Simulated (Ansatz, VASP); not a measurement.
# TaN: VASP beside Ansatz

```
Ta N
1.0
     0.00000    2.26124    2.17427
     2.26124    0.00000    2.17427
     2.26124    2.26124    0.00000
Ta N
1 1
Cartesian
  2.2760 2.2612 2.1743
  -0.1912 0.0000 0.0000
```

Change from the starting cell: mode 4 frozen in at -0.184 Å, equal normal strain along x and y +0.0400.

Alike in both runs: task single point; functional LDA; k mesh 18 × 18 × 18; occupations gaussian, width 0.15 eV; no spin polarisation.

|  | VASP | Ansatz |
| --- | --- | --- |
| version | VASP 6.6.1 | Ansatz 0.2.0 |
| potentials or method | VASP PAW LDA potentials, release 64 (Ta_pv, N), cutoff 520 eV | scalar-relativistic, plane waves, PAW |
| valence electrons in the cell | 16 | 18 |

```tsv
	VASP	Ansatz	Ansatz less VASP
gap on the k mesh at the Fermi level (eV)	none	none	-
pressure (GPa)	-16.7	-18.2	-1.55
traceless stress, the component that is largest in VASP (GPa)	-11.57	-11.37	+0.204
rms of the force components (eV/Å)	0.679	0.660	-0.0187
```

LDA's correlation is that of Perdew and Zunger in VASP and of Perdew and Wang (1992) in Ansatz. Atom by atom the forces differ by 0.019 eV/Å (rms over components). A gap of «none» marks a metal or a gap that the smearing closes. VASP's potentials hold 16 valence electrons a cell and Ansatz's 18, so a difference there can come from the potentials and not from the codes.

Neither program's run includes spin-orbit coupling.
